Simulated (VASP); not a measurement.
Input of a VASP 6.6.1 run:

Contents of INCAR:

```
SYSTEM = B3N
ALGO = Normal
EDIFF = 1E-6
ENCUT = 520
GGA = PE
ISIF = 2
ISMEAR = 0
LASPH = .True.
LCHARG = .True.
LELF = .True.
LREAL = .False.
LVHAR = .True.
LWAVE = .False.
NBANDS = 15
NELM = 100
PREC = Accurate
SIGMA = 0.1
```

File KPOINTS:

```
k-points
0
Gamma
  16 16 8
  0 0 0
```

File POSCAR:

```
B3N
1.0
    2.4581725069      0.0000000000      0.0000000000
    0.0000000000      2.4581725069      0.0000000000
    0.0000000000      0.0000000000      4.4571885681
B N
3 1
Direct
    0.5000000000      0.0000000000      0.7043212922
    0.0000000000      0.0000000000      0.0000000000
    0.0000000000      0.5000000000      0.2956787078
    0.5000000000      0.5000000000      0.5000000000
```

Potentials or basis: VASP PAW PBE potentials, release 64 (B, N).

Command:

```console
$ cat potpaw_PBE.64/B/POTCAR potpaw_PBE.64/N/POTCAR > POTCAR
$ mpirun -np 1 vasp_std > vasp.out
```

Question: Estimate the pressure.

Answer: 0.2 GPa.

Question: Estimate the largest force.

Answer: 0.023 eV/Å.

Question: Predict the band gap on the k mesh.

Answer: Zero (band 7 reaches 11.90 eV, above the bottom of band 8 at 3.10 eV).

Forces on the atoms (eV/Å):
```
B    0.000  0.000  0.023
B    0.000  0.000  0.000
B    0.000  0.000 -0.023
N    0.000  0.000  0.000
```
